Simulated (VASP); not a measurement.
# BaTiO3 (Cm) in VASP: a series of runs

Runs on BaTiO3. Level: LDA. Tasks: single point.

Program: VASP 6.6.1. These are calculated values, not measurements. Logs are shortened: lines on timing, memory, paths and dates and some standing lists are left out, and cuts for length are marked.

## 1. The cell of the first run

Symmetry: Cm, No. 8, monoclinic system. Conventional cell: a = 5.583 Å, b = 5.576 Å, c = 12.335 Å, α = 90.00°, β = 90.09°, γ = 90.00°. Ba (site symmetry m) has 12 O at 2.74 to 3.16 Å and 8 Ti at 3.36 to 3.79 Å and 5 Ba at 3.95 Å within 4.0 Å. Within 3.6 Å of Ba (site symmetry m) lie 12 O at 2.74 to 2.84 Å and 8 Ti at 3.36 to 3.48 Å. Within 3.6 Å of Ba (site symmetry m) lie 12 O at 2.74 to 2.84 Å and 8 Ti at 3.36 to 3.48 Å. Ti (site symmetry m) has 6 O at 1.89 to 2.56 Å within 2.6 Å. Ti (site symmetry m) has 6 O at 1.89 to 2.06 Å within 2.5 Å. Within 2.5 Å of Ti (site symmetry m) lie 6 O at 1.89 to 2.06 Å. Within 2.5 Å of O (site symmetry 1) lie 2 Ti at 1.89 to 2.06 Å. Within 2.5 Å of O (site symmetry 1) lie 2 Ti at 1.89 to 2.06 Å.

## 2. Single point, LDA (the distance across one plane changed)

INCAR reads:

```
PREC = Accurate
ENCUT = 600
EDIFF = 1E-6
ISMEAR = 0
SIGMA = 0.05
LREAL = F
LASPH = T
NELM = 120
ALGO = Normal
ISIF = 2
LWAVE = F
LCHARG = F
NBANDS = 73
GGA_COMPAT = F
```

KPOINTS reads:

```
Automatic mesh
0
Gamma
  7 7 3
```

POSCAR reads:

```
BaTiO3
1.0
    2.7879170996     -1.6096046879     -2.2805008955
    0.0000000000      3.2192093758     -2.2805008955
    8.7175205013      5.0330628081      7.1298250784
Ba Ti O
3 3 9
Direct
    0.9993414043      0.9993414043      0.8810048670
    0.9994404035      0.9994404035      0.2413608077
    0.9993909039      0.9993909039      0.5611828373
    0.4906487445      0.4906487445      0.0842693350
    0.4905992449      0.4905992449      0.4040913647
    0.4905497453      0.4905497453      0.7239133944
    0.5089553553      0.0132133336      0.0784147674
    0.5089058557      0.0131638340      0.3982367971
    0.5088563561      0.0131143344      0.7180588268
    0.0132133336      0.5089553553      0.0784147674
    0.0131638340      0.5089058557      0.3982367971
    0.0131143344      0.5088563561      0.7180588268
    0.5089308162      0.5089308162      0.2369639870
    0.5088813166      0.5088813166      0.5567860167
    0.5088318170      0.5088318170      0.8766080463
```

Potentials or basis: VASP PAW LDA potentials, release 64 (Ba_sv, Ti_sv, O).

Run with:

```console
cat potpaw_LDA.64/Ba_sv/POTCAR potpaw_LDA.64/Ti_sv/POTCAR potpaw_LDA.64/O/POTCAR > POTCAR
mpirun -np 1 vasp_std > vasp.out
```

OUTCAR:

```text
PREC = Accurate
   ENCUT = 600
   EDIFF = 1E-6
   ISMEAR = 0
   LREAL = F
   LASPH = T
   NELM = 120
   ISIF = 2

 ion  position               nearest neighbor table
   1  0.999  0.999  0.881-  15 2.74  12 2.79   9 2.79  15 2.79  15 2.79  12 2.84   9 2.84  15 2.84
                             7 3.11  10 3.11  10 3.16   7 3.16   6 3.36   6 3.40   6 3.40   6 3.44
   2  0.999  0.999  0.241-  11 2.74   8 2.74  13 2.74  13 2.79  13 2.79  11 2.79   8 2.79  10 2.79
                             7 2.79  13 2.84  10 2.84   7 2.84   4 3.36   5 3.40   4 3.40   4 3.40
   3  0.999  0.999  0.561-  14 2.74  12 2.74   9 2.74  11 2.79   8 2.79  14 2.79  14 2.79  12 2.79
                             9 2.79  11 2.84   8 2.84  14 2.84   5 3.36   5 3.40   5 3.40   6 3.40
   4  0.491  0.491  0.084-   7 1.89  10 1.89  13 1.89   7 2.06  10 2.06   2 3.36   2 3.40   2 3.40
                             2 3.44   1 3.71   1 3.75   1 3.75   1 3.79
   5  0.491  0.491  0.404-   8 1.89  11 1.89  14 1.89  13 2.06   8 2.06  11 2.06   3 3.36   3 3.40
                             3 3.40   2 3.40   3 3.44   2 3.44   2 3.44   2 3.48
   6  0.491  0.491  0.724-  15 1.89   9 1.89  12 1.89  14 2.06   9 2.06  12 2.06   1 3.36   1 3.40
                             1 3.40   3 3.40   1 3.44   3 3.44   3 3.44   3 3.48
   7  0.509  0.013  0.078-   4 1.89   4 2.06   2 2.79   2 2.84   1 3.11   1 3.16
   8  0.509  0.013  0.398-   5 1.89   5 2.06   2 2.74   3 2.79   2 2.79   3 2.84
   9  0.509  0.013  0.718-   6 1.89   6 2.06   3 2.74   1 2.79   3 2.79   1 2.84
  10  0.013  0.509  0.078-   4 1.89   4 2.06   2 2.79   2 2.84   1 3.11   1 3.16
  11  0.013  0.509  0.398-   5 1.89   5 2.06   2 2.74   3 2.79   2 2.79   3 2.84
  12  0.013  0.509  0.718-   6 1.89   6 2.06   3 2.74   1 2.79   3 2.79   1 2.84
  13  0.509  0.509  0.237-   4 1.89   5 2.06   2 2.74   2 2.79   2 2.79   2 2.84
  14  0.509  0.509  0.557-   5 1.89   6 2.06   3 2.74   3 2.79   3 2.79   3 2.84
  15  0.509  0.509  0.877-   6 1.89   1 2.74   1 2.79   1 2.79   1 2.84

  LATTYP: Found a base centered monoclinic cell.
 ALAT       =     5.5826558503
 B/A-ratio  =     0.9987780635
 C/A-ratio  =     2.2095876584
 COS(beta)  =    -0.0016580333

  Lattice vectors:

 A1 = (   2.7879170996,  -1.6096046879,  -2.2805008955)
 A2 = (   0.0000000000,   3.2192093758,  -2.2805008955)
 A3 = (   8.7175205013,   5.0330628081,   7.1298250784)

Analysis of symmetry for initial positions (statically):
=====================================================================
 Subroutine PRICEL returns:
 Original cell was already a primitive cell.

 Routine SETGRP: Setting up the symmetry group for a
 base centered monoclinic supercell.

 Subroutine GETGRP returns: Found  2 space group operations
 (whereof  2 operations were pure point group operations)
 out of a pool of  4 trial point group operations.

The static configuration has the point symmetry C_1h.

Analysis of symmetry for dynamics (positions and initial velocities):
=====================================================================
 Subroutine PRICEL returns:
 Original cell was already a primitive cell.

 Routine SETGRP: Setting up the symmetry group for a
 base centered monoclinic supercell.

 Subroutine GETGRP returns: Found  2 space group operations
 (whereof  2 operations were pure point group operations)
 out of a pool of  4 trial point group operations.

The dynamic configuration has the point symmetry C_1h.

 Subroutine INISYM returns: Found  2 space group operations
 (whereof  2 operations are pure point group operations),
 and found     1 'primitive' translations

----------------------------------------------------------------------------------------

                                     Primitive cell

  volume of cell :     191.9872

  direct lattice vectors                    reciprocal lattice vectors
     2.787917100 -1.609604688 -2.280500895     0.179336484 -0.103550218 -0.146173954
     0.000000000  3.219209376 -2.280500895    -0.000008878  0.207085060 -0.146173954
     8.717520501  5.033062808  7.129825078     0.057358598  0.033116002  0.046747337

  length of vectors
     3.945122728  3.945122728 12.335367468     0.253477902  0.253477902  0.081067822

  position of ions in fractional coordinates (direct lattice)
     0.999341404  0.999341404  0.881004867
     0.999440404  0.999440404  0.241360808
     0.999390904  0.999390904  0.561182837
     0.490648744  0.490648744  0.084269335
     0.490599245  0.490599245  0.404091365
     0.490549745  0.490549745  0.723913394
     0.508955355  0.013213334  0.078414767
     0.508905856  0.013163834  0.398236797
     0.508856356  0.013114334  0.718058827
     0.013213334  0.508955355  0.078414767
[... 49 lines left out ...]

 Following reciprocal coordinates:
            Coordinates               Weight
  0.000000  0.000000  0.000000      1.000000
  0.142857 -0.000000 -0.000000      4.000000
  0.285714 -0.000000  0.000000      4.000000
  0.428571 -0.000000  0.000000      4.000000
  0.142857  0.142857  0.000000      2.000000
  0.285714  0.142857  0.000000      4.000000
[... 16 lines left out ...]
 -0.142857  0.000000  0.333333      4.000000
  0.142857  0.142857  0.333333      2.000000
 [... further k-points ...]
   k-points           NKPTS =     44   k-points in BZ     NKDIM =     44   number of bands    NBANDS=     73
   number of dos      NEDOS =    301   number of ions     NIONS =     15
   total plane-waves  NPLWV = 102400
   dimension x,y,z NGX =    32 NGY =   32 NGZ =  100
   dimension x,y,z NGXF=    64 NGYF=   64 NGZF=  200
   ions per type =               3   3   9
   NGX,Y,Z   is equivalent  to a cutoff of  13.48, 13.48, 13.48 a.u.
   NGXF,Y,Z  is equivalent  to a cutoff of  26.97, 26.97, 26.95 a.u.
 SYSTEM =  unknown system
   PREC   = accura    normal or accurate (medium, high low for compatibility)
   ISTART =      0    job   : 0-new  1-cont  2-samecut
   ICHARG =      2    charge: 1-file 2-atom 10-const
   ISPIN  =      1    spin polarized calculation?
   LNONCOLLINEAR =      F non collinear calculations
   LSORBIT =      F    spin-orbit coupling
   LASPH  =      T    aspherical Exc in radial PAW
   ENCUT  =  600.0 eV  44.10 Ry    6.64 a.u.   7.88  7.88 24.64*2*pi/ulx,y,z
   NELM   =    120;   NELMIN=  2; NELMDL= -5     # of ELM steps
   EDIFF  = 0.1E-05   stopping-criterion for ELM
   LREAL  =      F    real-space projection
   EDIFFG = 0.1E-04   stopping-criterion for IOM
   NSW    =      0    number of steps for IOM
   IBRION =     -1    ionic relax: 0-MD 1-quasi-New 2-CG
   NFREE  =      0    steps in history (QN), initial steepest desc. (CG)
   ISIF   =      2    stress and relaxation
   ISYM   =      2    0-nonsym 1-usesym 2-fastsym
   POTIM  = 0.5000    time-step for ionic-motion
   TEBEG  =    0.0;   TEEND  =   0.0 temperature during run
   PSTRESS=    0.0 pullay stress
   NELECT =     120.0000    total number of electrons
   NUPDOWN=      -1.0000    fix difference up-down
   EMIN   =  10.00;   EMAX   =-10.00  energy-range for DOS
   EFERMI =   0.00;   METHOD = LEGACY
   ISMEAR =     0;   SIGMA  =   0.05  broadening in eV -4-tet -1-fermi 0-gaus
   EFERMI_NEDOS =   21; number of points for ismear=-14 and -15
   IALGO  =     38    algorithm
   IMIX   =      4    mixing-type and parameters
     AMIX     =   0.40;   BMIX     =  1.00
     AMIX_MAG =   1.60;   BMIX_MAG =  1.00
  volume/ion in A,a.u.               =      12.80        86.37
  Fermi-wavevector in a.u.,A,eV,Ry     =   1.399731  2.645108 26.657163  1.959246
  Thomas-Fermi vector in A             =   2.522761
   LORBIT       =      0    0 simple, 1 ext, 2 COOP (PROOUT), +10 PAW based schemes
   GGA     = CA    functional components
   LHFCALC =     F    Hartree Fock is set to
   AEXX    =    0.0000 exact exchange contribution
   IVDW    =     0    specifies the selected vdW correction
   LEPSILON=     F    determine dielectric tensor
   LRPA    =     F    only Hartree local field effects (RPA)
 non-spin polarized calculation
 Gauss-broadening in eV      SIGMA  =   0.05
  energy-cutoff  :      600.00
  volume of cell :      191.99
 maximum number of plane-waves:      6432
   NGX = 15   NGY = 15   NGZ = 49

 number of electron     120.0000039 magnetization

 Free energy of the ion-electron system (eV)
  ---------------------------------------------------
  ext. energy  EPLUGINS =         0.00000000
  ---------------------------------------------------
  free energy    TOTEN  =      -131.95361431 eV

  energy without entropy =     -131.95361431  energy(sigma->0) =     -131.95361431

 E-fermi :   4.0266     XC(G=0): -11.7147

 val. band max:        3.7055367231   @ k =   0.4286   0.4286   0.0000
 cond. band min:       5.5956973659   @ k =   0.0000   0.0000   0.0000
 fundamental gap:      1.8901606428
 Fermi energy:         4.0266286711

 k-point     1 :       0.0000    0.0000    0.0000
  band No.  band energies     occupation
      1     -52.2046      2.00000
      2     -52.0996      2.00000
      3     -51.9329      2.00000
      4     -28.9364      2.00000
      5     -28.8149      2.00000
      6     -28.8129      2.00000
[... 1789 lines left out ...]
     71       8.7794      0.00000
     72       8.8904      0.00000

 [... further k-points ...]

 [bands above 72 left out]

------------------------ aborting loop because EDIFF is reached ----------------------------------------

  FORCE on cell =-STRESS in cart. coord.  units (eV):
  Direction    XX          YY          ZZ          XY          YZ          ZX
  --------------------------------------------------------------------------------------
  -------------------------------------------------------------------------------------
  Total       -2.5835514     -1.3328171     -1.8340774     -1.0831677     -0.8162744     -1.4138289
  in kB      -21.5603342    -11.1226666    -15.3057998     -9.0392854     -6.8119986    -11.7987288
  external PRESSURE =     -15.9962669 kB  Pullay stress =       0.0000000 kB

 VOLUME and BASIS-vectors are now :
 -----------------------------------------------------------------------------
  energy-cutoff  :      600.00
  volume of cell :      191.99
      direct lattice vectors                 reciprocal lattice vectors
     2.787917100 -1.609604688 -2.280500895     0.179336484 -0.103550218 -0.146173954
     0.000000000  3.219209376 -2.280500895    -0.000008878  0.207085060 -0.146173954
     8.717520501  5.033062808  7.129825078     0.057358598  0.033116002  0.046747337

 POSITION                                       TOTAL-FORCE (eV/Angst)
 -----------------------------------------------------------------------------------
     10.46626      6.04270      1.72341         0.704229      0.406587      0.573994
      4.89042      2.82349     -2.83759        -0.241290     -0.139309     -0.236759
      7.67834      4.43309     -0.55709         0.016294      0.009407     -0.020875
      2.10251      1.21388     -1.63702         0.239388      0.138211      0.222407
      4.89042      2.82349      0.64348         0.204315      0.117961      0.070015
      7.67834      4.43309      2.92398         0.550635      0.317909      0.230569
      2.10251     -0.38201     -0.63172        -0.443909     -0.246335     -0.446260
      4.89042      1.22759      1.64878        -0.025289     -0.056995      0.025822
      7.67834      2.83720      3.92928         0.012795     -0.097685      0.088247
      0.72042      2.01183     -0.63172        -0.435286     -0.261269     -0.446260
      3.50834      3.62144      1.64878        -0.062004      0.006596      0.025822
      6.29625      5.23104      3.92928        -0.078200      0.059923      0.088247
      3.48460      2.01183     -0.63172        -0.470690     -0.271753     -0.279130
      6.27251      3.62144      1.64878        -0.156795     -0.090525     -0.103785
      9.06043      5.23104      3.92928         0.185807      0.107276      0.207949
 -----------------------------------------------------------------------------------
    total drift:                               -0.001303     -0.000752      0.000235

  FREE ENERGIE OF THE ION-ELECTRON SYSTEM (eV)
  ---------------------------------------------------
  free  energy   TOTEN  =      -131.9536143077 eV

  energy  without entropy=     -131.9536143077  energy(sigma->0) =     -131.95361431
```

It took 11 min on 1 thread of Intel Xeon Platinum 8559C (Emerald Rapids), shared host; peak memory 0.65 GiB.

Results:

- Free energy: -131.9536 eV
- Pressure: -1.6 GPa
- Largest force: 0.995 eV/Å
- Band gap on the k mesh: 1.89 eV (least direct gap 2.39 eV)

Forces in eV/Å, atoms in the order of the input:
```
Ba   0.704  0.407  0.574
Ba  -0.241 -0.139 -0.237
Ba   0.016  0.009 -0.021
Ti   0.239  0.138  0.222
Ti   0.204  0.118  0.070
Ti   0.551  0.318  0.231
O   -0.444 -0.246 -0.446
O   -0.025 -0.057  0.026
O    0.013 -0.098  0.088
O   -0.435 -0.261 -0.446
O   -0.062  0.007  0.026
O   -0.078  0.060  0.088
O   -0.471 -0.272 -0.279
O   -0.157 -0.091 -0.104
O    0.186  0.107  0.208
```

Levels at points of the mesh, in eV from the valence-band top:
| k point | band 56 | band 57 | band 58 | band 59 | band 60 | band 61 | band 62 | band 63 | band 64 | band 65 |
| --- | --- | --- | --- | --- | --- | --- | --- | --- | --- | --- |
| (0.00, 0.00, 0.00) | -0.81 | -0.73 | -0.64 | -0.54 | -0.50 | 1.89 | 1.94 | 1.98 | 2.06 | 2.09 |

Caveat: the cell differs from its parent crystal (the distance across one plane changed); spin-orbit coupling is left out, which moves the levels of the heavy elements; an odd mesh through Γ misses points on the zone boundary, where band edges can lie.

## 3. Single point, LDA (the distance across one plane changed)

Changes to INCAR since step 2:

```diff
@@ -11,3 +11,6 @@
 LWAVE = F
-LCHARG = F
+LCHARG = T
+GGA = CA
+LELF = T
+LVHAR = T
 NBANDS = 73
```

KPOINTS reads:

```
regular mesh
0
Gamma
  7 7 3
```

POSCAR reads:

```
BaTiO3
1.0
    2.7879170996     -1.6096046879     -2.2805008955
    0.0000000000      3.2192093758     -2.2805008955
    8.1514897771      4.7062648171      6.6685092514
Ba Ti O
3 3 9
Direct
    0.9995652465      0.9995652465      0.9421043449
    0.9995017275      0.9995017275      0.2580996702
    0.9995334870      0.9995334870      0.6001020075
    0.4906701554      0.4906701554      0.0901135847
    0.4907019149      0.4907019149      0.4321159220
    0.4907336744      0.4907336744      0.7741182594
    0.5089752786      0.0132332569      0.0838529909
    0.5090070381      0.0132650164      0.4258553283
    0.5090387976      0.0132967759      0.7678576656
    0.0132332569      0.5089752786      0.0838529909
    0.0132650164      0.5090070381      0.4258553283
    0.0132967759      0.5090387976      0.7678576656
    0.5089910231      0.5089910231      0.2533979211
    0.5090227826      0.5090227826      0.5954002584
    0.5090545421      0.5090545421      0.9374025958
```

Potentials or basis: VASP PAW LDA potentials, release 64 (Ba_sv, Ti_sv, O).

Run with:

```console
cat potpaw_LDA.64/Ba_sv/POTCAR potpaw_LDA.64/Ti_sv/POTCAR potpaw_LDA.64/O/POTCAR > POTCAR
mpirun -np 1 vasp_std > vasp.out
```

Run time: 6.5 min. Hardware: 1 thread of Intel Xeon 6975P-C (Granite Rapids), shared host; peak memory 0.62 GiB.

Results (log left out):

* Free energy: -131.6716 eV
* Pressure: 9.3 GPa
* Largest force: 3.732 eV/Å
* Band gap on the k mesh: 1.99 eV (least direct gap 2.17 eV)

Forces on the atoms (eV/Å):
```
Ba  -1.180 -0.681 -1.071
Ba   0.234  0.135  0.161
Ba  -0.083 -0.048 -0.104
Ti   2.229  1.287  1.763
Ti  -0.361 -0.209 -0.373
Ti  -0.826 -0.477 -0.617
O    0.607  0.268  0.755
O    0.072  0.008  0.096
O    0.054  0.064  0.048
O    0.535  0.391  0.755
O    0.043  0.058  0.096
O    0.082  0.015  0.048
O    0.767  0.443  0.549
O    0.326  0.188  0.260
O   -2.499 -1.443 -2.367
```

Stress tensor (GPa, compression positive):
```
10.54  2.36  3.56
 2.36  7.82  2.06
 3.56  2.06  9.50
```

Levels at points of the mesh, in eV from the valence-band top:
| k point | band 58 | band 59 | band 60 | band 61 | band 62 | band 63 |
| --- | --- | --- | --- | --- | --- | --- |
| (0.00, 0.00, 0.00) | -0.28 | -0.19 | -0.18 | 1.99 | 2.01 | 2.12 |

Caveat: the cell differs from its parent crystal (the distance across one plane changed); the cell stands under pressure; spin-orbit coupling is left out, which moves the levels of the heavy elements; an odd mesh through Γ misses points on the zone boundary, where band edges can lie; forces of over 1 eV/Å act on the atoms, so gaps and moduli don't describe the material at rest.

(Continued in part 2 of 2.)
